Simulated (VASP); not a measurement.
# Fe (Fm-3m) in VASP: single point with PBE+U

Aim: the single point of Fe with PBE+U.

Everything below comes from runs of VASP 6.6.1. Logs are shortened: lines on timing, memory, paths and dates and some standing lists are left out, and cuts for length are marked.

**1. The cell of the first run**

Symmetry: Fm-3m, No. 225, cubic system. The conventional cell has a = 3.679 Å, b = 3.679 Å, c = 3.679 Å, α = 90.00°, β = 90.00°, γ = 90.00°. Within 3.4 Å of Fe (site symmetry m-3m) lie 12 Fe at 2.60 Å.

This isn't the form of Fe at room conditions, which is bcc.

**2. Single point, PBE+U, collinear spin**

Input file INCAR:

```
SYSTEM = Fe
PREC     = Accurate       ! precision mode
ENCUT    = 600            ! plane-wave cutoff, eV
EDIFF    = 1E-6           ! SCF threshold, eV
ISMEAR   = -1             ! smearing method
SIGMA    = 0.1            ! smearing width, eV
LREAL    = .FALSE.        ! projectors in reciprocal space
LASPH    = .TRUE.         ! aspherical terms in the spheres
NELM     = 200            ! most SCF steps
ALGO     = Normal         ! electronic algorithm
ISIF     = 2              ! what is computed and relaxed
LWAVE    = .FALSE.        ! write WAVECAR
LCHARG   = .FALSE.        ! write CHGCAR
ISPIN    = 2              ! spin polarisation
MAGMOM   = 4 0            ! initial moments
LORBIT   = 11             ! projections on sites
LMAXMIX  = 4              ! l up to which the mixer works
LDAU     = .TRUE.         ! DFT+U
LDAUTYPE = 2            
LDAUL    = 2              ! shell
LDAUU    = 5.3            ! U, eV
LDAUJ    = 0            
LDAUPRINT= 1            
GGA      = PE             ! functional
NBANDS   = 19             ! bands
ISYM     = 0            
GGA_COMPAT= .FALSE.
```

Input file KPOINTS:

```
Automatic mesh
0
G
  12 7 9
  0 0 0
```

Input file POSCAR:

```
Fe
1.0
    0.0000000000     -1.8395000000     -1.8395000000
   -3.6790000000     -1.8395000000     -1.8395000000
    0.0000000000      1.8395000000     -1.8395000000
Fe
2
Direct
    0.0000000000      0.0000000000      0.0000000000
    0.0000000000      0.5000000000      0.5000000000
```

Potentials or basis: VASP PAW PBE potentials, release 64 (Fe).

The run is started by

```sh
cat potpaw_PBE.64/Fe/POTCAR > POTCAR
mpirun -np 1 vasp_std > vasp.out
```

OUTCAR:

```text
SYSTEM = Fe
   PREC = Accurate
   ENCUT = 600
   EDIFF = 1E-6
   ISMEAR = -1
   LREAL = .FALSE.
   LASPH = .TRUE.
   NELM = 200
   ISIF = 2
   ISPIN = 2
   LORBIT = 11
   GGA = PE
   ISYM = 0

 ion  position               nearest neighbor table
   1  0.000  0.000  0.000-   2 2.60   2 2.60   2 2.60   2 2.60   2 2.60   2 2.60   2 2.60   2 2.60

   2  0.000  0.500  0.500-   1 2.60   1 2.60   1 2.60   1 2.60   1 2.60   1 2.60   1 2.60   1 2.60

IMPORTANT INFORMATION: All symmetrisations will be switched off!
NOSYMM: (Re-)initialisation of all symmetry stuff for point group C_1.

----------------------------------------------------------------------------------------

                                     Primitive cell

  volume of cell :      24.8977

  direct lattice vectors                    reciprocal lattice vectors
     0.000000000 -1.839500000 -1.839500000     0.271812993 -0.271812993 -0.271812993
    -3.679000000 -1.839500000 -1.839500000    -0.271812993  0.000000000  0.000000000
     0.000000000  1.839500000 -1.839500000     0.000000000  0.271812993 -0.271812993

  length of vectors
     2.601445848  4.505836382  2.601445848     0.470793913  0.271812993  0.384401621

  position of ions in fractional coordinates (direct lattice)
     0.000000000  0.000000000  0.000000000
     0.000000000  0.500000000  0.500000000

  ion indices of the primitive-cell ions
   primitive index   ion index
                 1           1
                 2           2

----------------------------------------------------------------------------------------

 KPOINTS: Automatic mesh

Automatic generation of k-mesh.
 Grid dimensions read from file:
 generate k-points for:   12    7    9

 Generating k-lattice:

  Cartesian coordinates                     Fractional coordinates (reciprocal lattice)
     0.022651083 -0.022651083 -0.022651083     0.083333333  0.000000000  0.000000000
    -0.038830428  0.000000000  0.000000000     0.000000000  0.142857143  0.000000000
     0.000000000  0.030201444 -0.030201444     0.000000000  0.000000000  0.111111111

  Length of vectors
     0.039232826  0.038830428  0.042711291

  Shift w.r.t. Gamma in fractional coordinates (k-lattice)
     0.000000000  0.000000000  0.000000000

 -----------------------------------------------------------------------------
|                                                                             |
|           W    W    AA    RRRRR   N    N  II  N    N   GGGG   !!!           |
|           W    W   A  A   R    R  NN   N  II  NN   N  G    G  !!!           |
|           W    W  A    A  R    R  N N  N  II  N N  N  G       !!!           |
|           W WW W  AAAAAA  RRRRR   N  N N  II  N  N N  G  GGG   !            |
|           WW  WW  A    A  R   R   N   NN  II  N   NN  G    G                |
|           W    W  A    A  R    R  N    N  II  N    N   GGGG   !!!           |
|                                                                             |
|     Your reciprocal lattice and k-lattice belong to different lattice       |
|     classes:                                                                |
|                                                                             |
|        The reciprocal lattice is simple tetragonal,                         |
|        whereas your k-lattice is simple monoclinic.                         |
|                                                                             |
|     Results are often still useful ...                                      |
|                                                                             |
 -----------------------------------------------------------------------------

 WARNING: IBZKPT: internal override: KBLOWUP is changed to .FALSE.
[... 117 lines left out ...]
  o =  0.2187  v =  0.0000  0.0000  0.0000  0.0000  0.0000 -0.0002 -0.0002  0.8660  0.0002  0.5001      0.0000  0.0000  0.0000  0.0000  0.0000  0.0000  0.0000  0.0000  0.0000  0.0000
  o =  0.2275  v =  0.0000  0.0000  0.0000  0.0000  0.0000  0.0008 -1.0000 -0.0016  0.0007  0.0024      0.0000  0.0000  0.0000  0.0000  0.0000  0.0000  0.0000  0.0000  0.0000  0.0000
  o =  0.3455  v =  0.0000  0.0000  0.0000  0.0000  0.0000 -0.7112 -0.0011  0.0003 -0.7030 -0.0004      0.0000  0.0000  0.0000  0.0000  0.0000  0.0000  0.0000  0.0000  0.0000  0.0000
  o =  0.3589  v =  0.0000  0.0000  0.0000  0.0000  0.0000 -0.7030 -0.0001 -0.0002  0.7112 -0.0001      0.0000  0.0000  0.0000  0.0000  0.0000  0.0000  0.0000  0.0000  0.0000  0.0000
  o =  0.9470  v =  0.8595  0.0000 -0.0027 -0.5111 -0.0019  0.0000  0.0000  0.0000  0.0000  0.0000      0.0000  0.0000  0.0000  0.0000  0.0000  0.0000  0.0000  0.0000  0.0000  0.0000
  o =  0.9471  v =  0.5111  0.0001  0.0011  0.8595 -0.0005  0.0000  0.0000  0.0000  0.0000  0.0000      0.0000  0.0000  0.0000  0.0000  0.0000  0.0000  0.0000  0.0000  0.0000  0.0000
  o =  0.9498  v =  0.0025  0.0000  0.8658 -0.0023  0.5004  0.0000  0.0000  0.0000  0.0000  0.0000      0.0000  0.0000  0.0000  0.0000  0.0000  0.0000  0.0000  0.0000  0.0000  0.0000
  o =  0.9588  v = -0.0007 -0.1121  0.4972 -0.0007 -0.8603  0.0000  0.0000  0.0000  0.0000  0.0000      0.0000  0.0000  0.0000  0.0000  0.0000  0.0000  0.0000  0.0000  0.0000  0.0000
  o =  0.9621  v =  0.0001 -0.9937 -0.0561  0.0002  0.0971  0.0000  0.0000  0.0000  0.0000  0.0000      0.0000  0.0000  0.0000  0.0000  0.0000  0.0000  0.0000  0.0000  0.0000  0.0000

atom =   2  type =  1  l = 2

 onsite density matrix

spin component  1

  0.5182 -0.0001  0.0001  0.0023  0.0000
 -0.0001  0.9070  0.0001 -0.0001 -0.0003
  0.0001  0.0001  0.3323 -0.0000 -0.3414
  0.0023 -0.0001 -0.0000  0.5183 -0.0001
  0.0000 -0.0003 -0.3414 -0.0001  0.7272

spin component  2

  0.8647  0.0001 -0.0000 -0.0000  0.0000
  0.0001  0.5032  0.0027  0.0001 -0.0047
 -0.0000  0.0027  0.7303 -0.0000  0.3159
 -0.0000  0.0001 -0.0000  0.8647  0.0000
  0.0000 -0.0047  0.3159  0.0000  0.3650

 occupancies and eigenvectors

  o =  0.1354  v =  0.0001 -0.0000 -0.8662 -0.0001 -0.4997  0.0000  0.0000  0.0000  0.0000  0.0000      0.0000  0.0000  0.0000  0.0000  0.0000  0.0000  0.0000  0.0000  0.0000  0.0000
  o =  0.1827  v =  0.0000  0.0000  0.0000  0.0000  0.0000 -0.0000  0.0169 -0.4996 -0.0001  0.8661      0.0000  0.0000  0.0000  0.0000  0.0000  0.0000  0.0000  0.0000  0.0000  0.0000
  o =  0.5032  v =  0.0000  0.0000  0.0000  0.0000  0.0000  0.0004 -0.9999 -0.0084  0.0004  0.0146      0.0000  0.0000  0.0000  0.0000  0.0000  0.0000  0.0000  0.0000  0.0000  0.0000
  o =  0.5159  v =  0.7132  0.0000  0.0002 -0.7010  0.0001  0.0000  0.0000  0.0000  0.0000  0.0000      0.0000  0.0000  0.0000  0.0000  0.0000  0.0000  0.0000  0.0000  0.0000  0.0000
  o =  0.5205  v =  0.7010  0.0003 -0.0001  0.7132  0.0001  0.0000  0.0000  0.0000  0.0000  0.0000      0.0000  0.0000  0.0000  0.0000  0.0000  0.0000  0.0000  0.0000  0.0000  0.0000
  o =  0.8647  v =  0.0000  0.0000  0.0000  0.0000  0.0000 -0.2963 -0.0005 -0.0001 -0.9551 -0.0001      0.0000  0.0000  0.0000  0.0000  0.0000  0.0000  0.0000  0.0000  0.0000  0.0000
  o =  0.8647  v =  0.0000  0.0000  0.0000  0.0000  0.0000  0.9551  0.0003 -0.0002 -0.2963 -0.0001      0.0000  0.0000  0.0000  0.0000  0.0000  0.0000  0.0000  0.0000  0.0000  0.0000
  o =  0.9070  v = -0.0002  0.9998 -0.0088 -0.0002  0.0153  0.0000  0.0000  0.0000  0.0000  0.0000      0.0000  0.0000  0.0000  0.0000  0.0000  0.0000  0.0000  0.0000  0.0000  0.0000
  o =  0.9125  v =  0.0000  0.0000  0.0000  0.0000  0.0000  0.0002  0.0000  0.8662 -0.0002  0.4997      0.0000  0.0000  0.0000  0.0000  0.0000  0.0000  0.0000  0.0000  0.0000  0.0000
  o =  0.9242  v =  0.0001  0.0177  0.4997  0.0001 -0.8660  0.0000  0.0000  0.0000  0.0000  0.0000      0.0000  0.0000  0.0000  0.0000  0.0000  0.0000  0.0000  0.0000  0.0000  0.0000

 number of electron      15.9999995 magnetization       3.0521006

 Free energy of the ion-electron system (eV)
  ---------------------------------------------------
  ext. energy  EPLUGINS =         0.00000000
  ---------------------------------------------------
  free energy    TOTEN  =        -7.39572331 eV

  energy without entropy =       -7.32558027  energy(sigma->0) =       -7.36065179

 E-fermi :   5.7364     XC(G=0): -12.5823

 val. band max:        5.7362705325   @ k =   0.4167   0.0000   0.0000
 cond. band min:       5.7385538401   @ k =   0.0833   0.0000   0.0000
 fundamental gap:      0.0022833076
 Fermi energy:         5.7363504938

 spin component 1

 k-point     1 :       0.0000    0.0000    0.0000
  band No.  band energies     occupation
      1      -2.9996      1.00000
      2      -1.9992      1.00000
      3      -1.9883      1.00000
      4       0.0972      1.00000
      5       0.1209      1.00000
      6       0.4208      1.00000
[... 1049 lines left out ...]
     18      26.3726      0.00000
     19      29.7532      0.00000

 [... further k-points ...]

------------------------ aborting loop because EDIFF is reached ----------------------------------------

  FORCE on cell =-STRESS in cart. coord.  units (eV):
  Direction    XX          YY          ZZ          XY          YZ          ZX
  --------------------------------------------------------------------------------------
  -------------------------------------------------------------------------------------
  Total        0.0135094      0.8669246      0.8673825      0.0007317      0.0100314      0.0008697
  in kB        0.8693366     55.7869401     55.8164049      0.0470873      0.6455244      0.0559635
  external PRESSURE =      37.4908938 kB  Pullay stress =       0.0000000 kB

 VOLUME and BASIS-vectors are now :
 -----------------------------------------------------------------------------
  energy-cutoff  :      600.00
  volume of cell :       24.90
      direct lattice vectors                 reciprocal lattice vectors
     0.000000000 -1.839500000 -1.839500000     0.271812993 -0.271812993 -0.271812993
    -3.679000000 -1.839500000 -1.839500000    -0.271812993  0.000000000  0.000000000
     0.000000000  1.839500000 -1.839500000     0.000000000  0.271812993 -0.271812993

 POSITION                                       TOTAL-FORCE (eV/Angst)
 -----------------------------------------------------------------------------------
      0.00000      0.00000      0.00000         0.000000     -0.000000      0.000000
     -1.83950      0.00000     -1.83950        -0.000000      0.000000     -0.000000
 -----------------------------------------------------------------------------------
    total drift:                               -0.000000     -0.000000     -0.000000

  FREE ENERGIE OF THE ION-ELECTRON SYSTEM (eV)
  ---------------------------------------------------
  free  energy   TOTEN  =        -7.3957233136 eV

  energy  without entropy=       -7.3255802719  energy(sigma->0) =       -7.36065179

 total charge

# of ion       s       p       d       tot
------------------------------------------
    1        0.495   0.523   6.002   7.021
    2        0.453   0.501   6.304   7.258
--------------------------------------------------
tot          0.948   1.024  12.306  14.278

 magnetization (x)

# of ion       s       p       d       tot
------------------------------------------
    1        0.036   0.017   3.504   3.557
    2       -0.039  -0.065  -0.324  -0.427
--------------------------------------------------
tot         -0.003  -0.048   3.181   3.129
```

Run time: 34 min. Hardware: 1 thread of Intel Xeon 8259CL, shared host; peak memory 0.43 GiB.

Results:

* Free energy: -7.3957 eV
* Pressure: 3.7 GPa
* Net moment: 3.05 μB per cell
* Site moments: Fe +3.56, -0.43 μB
* Valence electrons inside the program's atomic spheres: Fe 7.02, 7.26

Levels at points of the mesh, in eV from the Fermi level:
Spin up:
| k point | band 7 | band 8 | band 9 | band 10 | band 11 | band 12 | band 13 | band 14 |
| --- | --- | --- | --- | --- | --- | --- | --- | --- |
| (0.00, 0.00, 0.00) | -4.35 | -3.86 | 0.51 | 0.52 | 1.87 | 3.31 | 7.18 | 13.30 |
| (0.50, 0.00, 0.00) | -2.30 | -2.28 | -0.88 | -0.47 | 0.55 | 2.42 | 4.54 | 5.22 |
Spin down:
```csv
k point,band 3,band 4,band 5,band 6,band 7,band 8,band 9,band 10
"(0.00, 0.00, 0.00)",-2.77,-2.66,-2.51,-2.33,-0.01,1.20,1.27,2.05
"(0.50, 0.00, 0.00)",-3.61,-2.66,-0.79,-0.40,0.02,0.03,1.15,1.56
```

Eigenvalues of the final occupation matrices:
```tsv
site	spin	trace	eigenvalues
site 1 d	1	4.76	0.95 0.95 0.95 0.96 0.96
site 1 d	2	1.26	0.11 0.22 0.23 0.35 0.36
site 2 d	1	3.00	0.14 0.52 0.52 0.91 0.92
site 2 d	2	3.33	0.18 0.50 0.86 0.86 0.91
```

Caveat: the stress differs along the axes, from 0 to 6 GPa; the U is typed as a test and isn't derived for this compound.
